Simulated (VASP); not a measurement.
**Ba4Hf3ZrO12: single point with PBEsol**

The system is Ba4Hf3ZrO12.

```
Ba Zr Hf O
1.0
     8.32633    0.00000    0.00000
     0.00000    8.32633    0.00000
     0.00000    0.00000    8.32633
Ba Zr Hf O
8 2 6 24
Cartesian
  8.3233 0.0105 0.0025
  8.3228 0.0122 4.1653
  8.3227 4.1738 0.0023
  8.3229 4.1733 4.1666
  4.1649 0.0102 0.0029
  4.1627 0.0096 4.1651
  4.1648 4.1741 0.0019
  4.1643 4.1744 4.1647
  2.0806 2.0905 2.0832
  2.0803 6.2533 6.2475
  2.0803 2.0901 6.2462
  2.0803 6.2534 2.0841
  6.2431 2.0898 2.0838
  6.2434 2.0903 6.2470
  6.2439 6.2528 2.0843
  6.2441 6.2537 6.2476
  2.0733 2.0838 8.3210
  2.0853 2.0880 4.1703
  2.0863 6.2535 0.0088
  2.0795 6.2475 4.1594
  6.2483 2.0890 0.0011
  6.2370 2.0841 4.1649
  6.2411 6.2463 0.0030
  6.2489 6.2513 4.1657
  8.3178 2.0863 2.0882
  8.3236 2.0847 6.2373
  8.3247 6.2512 2.0808
  8.3185 6.2524 6.2531
  4.1692 2.0871 2.0752
  4.1627 2.0906 6.2502
  4.1641 6.2500 2.0894
  4.1697 6.2465 6.2451
  2.0828 0.0008 2.0862
  2.0816 0.0132 6.2426
  2.0809 4.1766 2.0807
  2.0760 4.1640 6.2479
  6.2429 0.0066 2.0805
  6.2416 0.0072 6.2502
  6.2442 4.1702 2.0857
  6.2476 4.1697 6.2456
```

```yaml
Program: VASP 6.6.1
Task: single point
Functional: PBEsol
Potentials_or_basis: VASP PAW PBE potentials, release 64 (Ba_sv, Zr_sv, Hf_pv, O)
Cutoff: 520 eV
k_mesh: 1 × 1 × 1, shifted
Occupations: fermi-dirac, width 0.05 eV
Spin: no spin polarisation
Dipole_correction: no
Further_INCAR_settings: LREAL = Auto; ALGO = Normal; EDIFF = 1e-07; NBANDS = 180; ISYM = 0
```

The pressure is 0.0 GPa, the largest force is 0.169 eV/Å and the band gap on the k mesh is 4.21 eV.

Forces in eV/Å, atoms in the order of the input:
```
Ba  -0.005 -0.005 -0.001
Ba  -0.003 -0.013  0.001
Ba  -0.005 -0.009 -0.001
Ba  -0.004 -0.006 -0.003
Ba   0.001 -0.006  0.000
Ba   0.008 -0.003  0.001
Ba   0.003 -0.008  0.000
Ba   0.003 -0.009  0.004
Zr  -0.004 -0.009 -0.002
Zr   0.005 -0.003 -0.006
Hf  -0.002 -0.007 -0.002
Hf   0.010 -0.004  0.002
Hf   0.005 -0.006 -0.005
Hf   0.000 -0.006 -0.007
Hf   0.000 -0.001 -0.001
Hf  -0.001 -0.013 -0.001
O    0.005  0.007 -0.162
O    0.003  0.009  0.162
O   -0.003  0.003  0.166
O   -0.009  0.005 -0.163
O    0.003  0.005  0.003
O    0.003  0.008  0.002
O   -0.002  0.012  0.003
O   -0.003  0.008  0.001
O   -0.163  0.005 -0.001
O   -0.002  0.006  0.014
O   -0.002  0.004 -0.001
O   -0.168  0.008 -0.004
O    0.161  0.006  0.010
O    0.003  0.000  0.002
O   -0.001  0.003 -0.008
O    0.164  0.010 -0.005
O   -0.006 -0.162 -0.003
O    0.005  0.169  0.004
O   -0.001  0.169  0.001
O    0.007 -0.165  0.003
O    0.003 -0.004  0.002
O   -0.001 -0.002 -0.004
O   -0.001  0.000  0.000
O   -0.006  0.002 -0.004
```

Levels at points of the mesh, in eV from the valence-band top:
| k point | band 152 | band 153 | band 154 | band 155 | band 156 | band 157 |
| --- | --- | --- | --- | --- | --- | --- |
| (0.25, 0.25, 0.25) | -0.07 | -0.07 | 0.00 | 4.21 | 4.22 | 4.29 |

Run time: 30 min on 1 thread of Intel(R) Xeon(R) Platinum 8375C CPU @ 2.90GHz (Ice Lake), with other jobs on the host, peak memory 0.74 GiB.

Caveat: the PAW data sets were made with another functional, which shifts forces and pressure a little; spin-orbit coupling is left out, which moves the levels of the heavy elements; a shifted mesh leaves out Γ, where band edges can lie. A k mesh can miss the band edges.
